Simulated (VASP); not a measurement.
# In3Se (P4/mmm) in VASP: notebook

In3Se is run at these levels: PBEsol+D3(BJ); tasks: single point.

Program: VASP 6.6.1. These are calculated values, not measurements. Logs are shortened: lines on timing, memory, paths and dates and some standing lists are left out, and cuts for length are marked.

## Step 1: The cell of the first run

The structure is tetragonal, space group P4/mmm (No. 123). Conventional cell: a = 4.588 Å, b = 4.588 Å, c = 4.657 Å, α = 90.00°, β = 90.00°, γ = 90.00°. Within 4.3 Å of In (site symmetry 4/mmm) lie 4 Se at 3.24 Å and 8 In at 3.27 Å. Within 4.3 Å of In (site symmetry mmm) lie 8 In at 3.24 to 3.27 Å and 4 Se at 3.27 Å. Se (site symmetry 4/mmm) has 12 In at 3.24 to 3.27 Å within 4.3 Å.

## Step 2: Single point, PBEsol+D3(BJ) (strain +0.0150 x Voigt [1, 0, 0, 0, 0, 0])

The input, INCAR:

```
SYSTEM = In3Se
PREC     = Accurate       ! precision mode
ENCUT    = 520            ! plane-wave cutoff, eV
EDIFF    = 1E-6           ! SCF threshold, eV
ISMEAR   = 0              ! smearing method
SIGMA    = 0.15           ! smearing width, eV
LREAL    = .False.        ! projectors in reciprocal space
LASPH    = .True.         ! aspherical terms in the spheres
NELM     = 80             ! most SCF steps
ALGO     = Normal         ! electronic algorithm
ISIF     = 2              ! what is computed and relaxed
LWAVE    = .False.        ! write WAVECAR
LCHARG   = .False.        ! write CHGCAR
GGA      = PS             ! functional
IVDW     = 12             ! dispersion correction
NBANDS   = 30             ! bands
```

The input, KPOINTS:

```
Automatic mesh
0
Gamma
  10 10 10
  0 0 0
```

The input, POSCAR:

```
In3Se
1.0
    4.6566713068      0.0000000000      0.0000000000
    0.0000000000      4.5878535042      0.0000000000
    0.0000000000      0.0000000000      4.5878535042
In Se
3 1
Direct
    0.0000000000      0.5000000000      0.5000000000
    0.5000000000      0.0000000000      0.5000000000
    0.5000000000      0.5000000000      0.0000000000
    0.0000000000      0.0000000000      0.0000000000
```

Potentials or basis: VASP PAW PBE potentials, release 64 (In_d, Se).

The run is started by

```bash
cat potpaw_PBE.64/In_d/POTCAR potpaw_PBE.64/Se/POTCAR > POTCAR
mpirun -np 1 vasp_std > vasp.out
```

OUTCAR:

```text
SYSTEM = In3Se
   PREC = Accurate
   ENCUT = 520
   EDIFF = 1E-6
   ISMEAR = 0
   LREAL = .False.
   LASPH = .True.
   NELM = 80
   ISIF = 2
   GGA = PS
   IVDW = 12
 IVDW          = 12

 ion  position               nearest neighbor table
   1  0.000  0.500  0.500-   4 3.24   4 3.24   4 3.24   4 3.24   3 3.27   2 3.27   2 3.27   3 3.27
                             2 3.27   3 3.27   3 3.27   2 3.27
   2  0.500  0.000  0.500-   3 3.24   3 3.24   3 3.24   3 3.24   4 3.27   1 3.27   4 3.27   1 3.27
                             1 3.27   4 3.27   4 3.27   1 3.27
   3  0.500  0.500  0.000-   2 3.24   2 3.24   2 3.24   2 3.24   1 3.27   4 3.27   4 3.27   1 3.27
                             1 3.27   4 3.27   1 3.27   4 3.27
   4  0.000  0.000  0.000-   1 3.24   1 3.24   1 3.24   1 3.24   2 3.27   3 3.27   3 3.27   2 3.27
                             2 3.27   3 3.27   2 3.27   3 3.27

  LATTYP: Found a simple tetragonal cell.
 ALAT       =     4.5878535042
 C/A-ratio  =     1.0150000000

  Lattice vectors:

 A1 = (   0.0000000000,   4.5878535042,   0.0000000000)
 A2 = (   0.0000000000,   0.0000000000,   4.5878535042)
 A3 = (   4.6566713068,   0.0000000000,   0.0000000000)

Analysis of symmetry for initial positions (statically):
=====================================================================
 Subroutine PRICEL returns:
 Original cell was already a primitive cell.

 Routine SETGRP: Setting up the symmetry group for a
 simple tetragonal supercell.

 Subroutine GETGRP returns: Found 16 space group operations
 (whereof 16 operations were pure point group operations)
 out of a pool of 16 trial point group operations.

The static configuration has the point symmetry D_4h.

Analysis of symmetry for dynamics (positions and initial velocities):
=====================================================================
 Subroutine PRICEL returns:
 Original cell was already a primitive cell.

 Routine SETGRP: Setting up the symmetry group for a
 simple tetragonal supercell.

 Subroutine GETGRP returns: Found 16 space group operations
 (whereof 16 operations were pure point group operations)
 out of a pool of 16 trial point group operations.

The dynamic configuration has the point symmetry D_4h.

 Subroutine INISYM returns: Found 16 space group operations
 (whereof 16 operations are pure point group operations),
 and found     1 'primitive' translations

----------------------------------------------------------------------------------------

                                     Primitive cell

  volume of cell :      98.0155

  direct lattice vectors                    reciprocal lattice vectors
     4.656671307  0.000000000  0.000000000     0.214745670  0.000000000  0.000000000
     0.000000000  4.587853504  0.000000000     0.000000000  0.217966855  0.000000000
     0.000000000  0.000000000  4.587853504     0.000000000  0.000000000  0.217966855

  length of vectors
     4.656671307  4.587853504  4.587853504     0.214745670  0.217966855  0.217966855

  position of ions in fractional coordinates (direct lattice)
     0.000000000  0.500000000  0.500000000
     0.500000000  0.000000000  0.500000000
     0.500000000  0.500000000  0.000000000
     0.000000000  0.000000000  0.000000000

  ion indices of the primitive-cell ions
   primitive index   ion index
                 1           1
                 2           2
                 3           3
                 4           4

----------------------------------------------------------------------------------------

 KPOINTS: Automatic mesh

Automatic generation of k-mesh.
 Grid dimensions read from file:
 generate k-points for:   10   10   10

 Generating k-lattice:

  Cartesian coordinates                     Fractional coordinates (reciprocal lattice)
     0.021474567  0.000000000  0.000000000     0.100000000  0.000000000  0.000000000
     0.000000000  0.021796686  0.000000000     0.000000000  0.100000000  0.000000000
     0.000000000  0.000000000  0.021796686     0.000000000  0.000000000  0.100000000

  Length of vectors
     0.021474567  0.021796686  0.021796686

  Shift w.r.t. Gamma in fractional coordinates (k-lattice)
     0.000000000  0.000000000  0.000000000

 Subroutine IBZKPT returns following result:
 ===========================================

 Found    126 irreducible k-points:

 Following reciprocal coordinates:
            Coordinates               Weight
  0.000000  0.000000  0.000000      1.000000
  0.100000  0.000000  0.000000      2.000000
  0.200000  0.000000  0.000000      2.000000
  0.300000  0.000000  0.000000      2.000000
  0.400000  0.000000  0.000000      2.000000
  0.500000  0.000000  0.000000      1.000000
[... 16 lines left out ...]
  0.400000  0.300000  0.000000      8.000000
  0.500000  0.300000  0.000000      4.000000
 [... further k-points ...]
   k-points           NKPTS =    126   k-points in BZ     NKDIM =    126   number of bands    NBANDS=     30
   number of dos      NEDOS =    301   number of ions     NIONS =      4
   total plane-waves  NPLWV =  46656
   dimension x,y,z NGX =    36 NGY =   36 NGZ =   36
   dimension x,y,z NGXF=    72 NGYF=   72 NGZF=   72
   ions per type =               3   1
   NGX,Y,Z   is equivalent  to a cutoff of  12.85, 13.04, 13.04 a.u.
   NGXF,Y,Z  is equivalent  to a cutoff of  25.70, 26.09, 26.09 a.u.
 SYSTEM =  In3Se
   PREC   = accura    normal or accurate (medium, high low for compatibility)
   ISTART =      0    job   : 0-new  1-cont  2-samecut
   ICHARG =      2    charge: 1-file 2-atom 10-const
   ISPIN  =      1    spin polarized calculation?
   LNONCOLLINEAR =      F non collinear calculations
   LSORBIT =      F    spin-orbit coupling
   LASPH  =      T    aspherical Exc in radial PAW
   ENCUT  =  520.0 eV  38.22 Ry    6.18 a.u.   8.66  8.53  8.53*2*pi/ulx,y,z
   NELM   =     80;   NELMIN=  2; NELMDL= -5     # of ELM steps
   EDIFF  = 0.1E-05   stopping-criterion for ELM
   LREAL  =      F    real-space projection
   EDIFFG = 0.1E-04   stopping-criterion for IOM
   NSW    =      0    number of steps for IOM
   IBRION =     -1    ionic relax: 0-MD 1-quasi-New 2-CG
   NFREE  =      0    steps in history (QN), initial steepest desc. (CG)
   ISIF   =      2    stress and relaxation
   ISYM   =      2    0-nonsym 1-usesym 2-fastsym
   POTIM  = 0.5000    time-step for ionic-motion
   TEBEG  =    0.0;   TEEND  =   0.0 temperature during run
   PSTRESS=    0.0 pullay stress
   NELECT =      45.0000    total number of electrons
   NUPDOWN=      -1.0000    fix difference up-down
   EMIN   =  10.00;   EMAX   =-10.00  energy-range for DOS
   EFERMI =   0.00;   METHOD = LEGACY
   ISMEAR =     0;   SIGMA  =   0.15  broadening in eV -4-tet -1-fermi 0-gaus
   EFERMI_NEDOS =   21; number of points for ismear=-14 and -15
   IALGO  =     38    algorithm
   IMIX   =      4    mixing-type and parameters
     AMIX     =   0.40;   BMIX     =  1.00
     AMIX_MAG =   1.60;   BMIX_MAG =  1.00
  volume/ion in A,a.u.               =      24.50       165.36
  Fermi-wavevector in a.u.,A,eV,Ry     =   1.262934  2.386600 21.701336  1.595003
  Thomas-Fermi vector in A             =   2.396317
   LORBIT       =      0    0 simple, 1 ext, 2 COOP (PROOUT), +10 PAW based schemes
   GGA     = PS    functional components
   LHFCALC =     F    Hartree Fock is set to
   AEXX    =    0.0000 exact exchange contribution
   IVDW    =    12    specifies the selected vdW correction
   LEPSILON=     F    determine dielectric tensor
   LRPA    =     F    only Hartree local field effects (RPA)
 non-spin polarized calculation
 Gauss-broadening in eV      SIGMA  =   0.15
  energy-cutoff  :      520.00
  volume of cell :       98.02
 maximum number of plane-waves:      2660
 NGX is ok and might be reduce to    36
   NGX = 17   NGY = 17   NGZ = 17

 number of electron      44.9999970 magnetization

 Free energy of the ion-electron system (eV)
  ---------------------------------------------------
  ext. energy  EPLUGINS =         0.00000000
  ---------------------------------------------------
  free energy    TOTEN  =       -13.23138909 eV

  energy without entropy =      -13.21234712  energy(sigma->0) =      -13.22186811

 E-fermi :   7.0888     XC(G=0): -10.4776

 val. band max:        7.0585248827   @ k =   0.5000   0.4000   0.1000
 cond. band min:       7.1097200023   @ k =   0.0000   0.5000   0.2000
 fundamental gap:      0.0511951196
 Fermi energy:         7.0887643496

 k-point     1 :       0.0000    0.0000    0.0000
  band No.  band energies     occupation
      1      -7.7441      2.00000
      2      -7.7055      2.00000
      3      -7.6896      2.00000
      4      -7.6896      2.00000
      5      -7.5422      2.00000
      6      -7.5276      2.00000
[... 22 lines left out ...]
     29      12.7273      0.00000
     30      14.1572      0.00000

 k-point     2 :       0.1000    0.0000    0.0000
  band No.  band energies     occupation
      1      -7.7310      2.00000
      2      -7.7033      2.00000
      3      -7.6776      2.00000
      4      -7.6776      2.00000
      5      -7.5405      2.00000
      6      -7.5191      2.00000
[... 22 lines left out ...]
     29      13.0232      0.00000
     30      14.3565      0.00000

 k-point     3 :       0.2000    0.0000    0.0000
  band No.  band energies     occupation
      1      -7.6975      2.00000
      2      -7.6938      2.00000
      3      -7.6427      2.00000
      4      -7.6427      2.00000
      5      -7.5359      2.00000
      6      -7.4951      2.00000
[... 22 lines left out ...]
     29      13.6917      0.00000
     30      14.4753      0.00000

 k-point     4 :       0.3000    0.0000    0.0000
  band No.  band energies     occupation
      1      -7.6900      2.00000
      2      -7.6393      2.00000
      3      -7.5880      2.00000
      4      -7.5880      2.00000
      5      -7.5291      2.00000
      6      -7.4597      2.00000
[... 616 lines left out ...]
     29      11.6240      0.00000
     30      12.0344      0.00000

 k-point    23 :       0.4000    0.3000    0.0000
  band No.  band energies     occupation
      1      -7.5903      2.00000
      2      -7.5751      2.00000
      3      -7.5072      2.00000
      4      -7.4946      2.00000
      5      -7.4770      2.00000
      6      -7.4434      2.00000
[... 22 lines left out ...]
     29      11.6551      0.00000
     30      12.5464      0.00000

 k-point    24 :       0.5000    0.3000    0.0000
  band No.  band energies     occupation
      1      -7.5847      2.00000
      2      -7.5413      2.00000
      3      -7.5373      2.00000
      4      -7.4746      2.00000
      5      -7.4526      2.00000
      6      -7.4498      2.00000
[... 22 lines left out ...]
     29      11.5663      0.00000
     30      13.8505      0.00000

 [... further k-points ...]

------------------------ aborting loop because EDIFF is reached ----------------------------------------

 Edisp (eV)   -1.45725

 E8    (eV) :    -1.0258

  FORCE on cell =-STRESS in cart. coord.  units (eV):
  Direction    XX          YY          ZZ          XY          YZ          ZX
  --------------------------------------------------------------------------------------
  -------------------------------------------------------------------------------------
  Total      -0.45442    -0.45249    -0.45249     0.00000     0.00000    -0.00000
  in kB      -7.42806    -7.39652    -7.39652     0.00000     0.00000    -0.00000
  external pressure =       -7.41 kB  Pullay stress =        0.00 kB

 VOLUME and BASIS-vectors are now :
 -----------------------------------------------------------------------------
  energy-cutoff  :      520.00
  volume of cell :       98.02
      direct lattice vectors                 reciprocal lattice vectors
     4.656671307  0.000000000  0.000000000     0.214745670  0.000000000  0.000000000
     0.000000000  4.587853504  0.000000000     0.000000000  0.217966855  0.000000000
     0.000000000  0.000000000  4.587853504     0.000000000  0.000000000  0.217966855

 POSITION                                       TOTAL-FORCE (eV/Angst)
 -----------------------------------------------------------------------------------
      0.00000      2.29393      2.29393         0.000000      0.000000      0.000000
      2.32834      0.00000      2.29393         0.000000      0.000000      0.000000
      2.32834      2.29393      0.00000         0.000000      0.000000      0.000000
      0.00000      0.00000      0.00000         0.000000      0.000000      0.000000
 -----------------------------------------------------------------------------------
    total drift:                                0.000000      0.000000      0.000000

  FREE ENERGIE OF THE ION-ELECTRON SYSTEM (eV)
  ---------------------------------------------------
  free  energy   TOTEN  =       -14.6886343840 eV

  energy  without entropy=      -14.6695924105  energy(sigma->0) =      -14.67911340
```

It took 8.8 min on 1 thread of Intel Xeon 8259CL, shared host; peak memory 0.43 GiB.

What came out:

* Free energy: -14.6886 eV
* Pressure: -0.7 GPa
* Band gap on the k mesh: zero (an odd number of electrons rules out a gap without spin polarisation)
* Dispersion energy per atom: -0.364 eV

Levels at points of the mesh, in eV from the Fermi level:
```
           k point  band 18  band 19  band 20  band 21  band 22  band 23  band 24  band 25  band 26  band 27
(0.00, 0.00, 0.00)    -3.83    -3.72    -3.72    -2.09    -1.91     1.21     1.25     1.25     4.47     4.52
(0.50, 0.00, 0.00)    -5.06    -2.79    -2.79    -1.18    -1.08    -0.25    -0.25     1.29     4.20     4.24
(0.00, 0.50, 0.00)    -5.09    -2.83    -2.74    -1.33    -1.05    -0.34    -0.18     1.20     4.11     4.13
(0.50, 0.50, 0.00)    -6.43    -6.14    -2.18    -0.98    -0.47    -0.43     1.79     1.79     1.80     2.07
(0.00, 0.50, 0.50)    -6.39    -6.08    -2.22    -1.10    -0.58    -0.58     1.56     1.69     1.69     1.96
(0.50, 0.50, 0.50)    -4.81    -4.79    -4.41    -4.41    -4.41    -3.65     3.31     3.51     3.51     8.74
```

Caveat: the cell differs from its parent crystal (strain +0.0150 x Voigt [1, 0, 0, 0, 0, 0]); the PAW data sets were made with another functional, which shifts forces and pressure a little; spin-orbit coupling is left out, which moves the levels of the heavy elements.

(Continued in part 2 of 2.)

The gap in the log of VASP goes by the Fermi energy; the results here count the filled bands.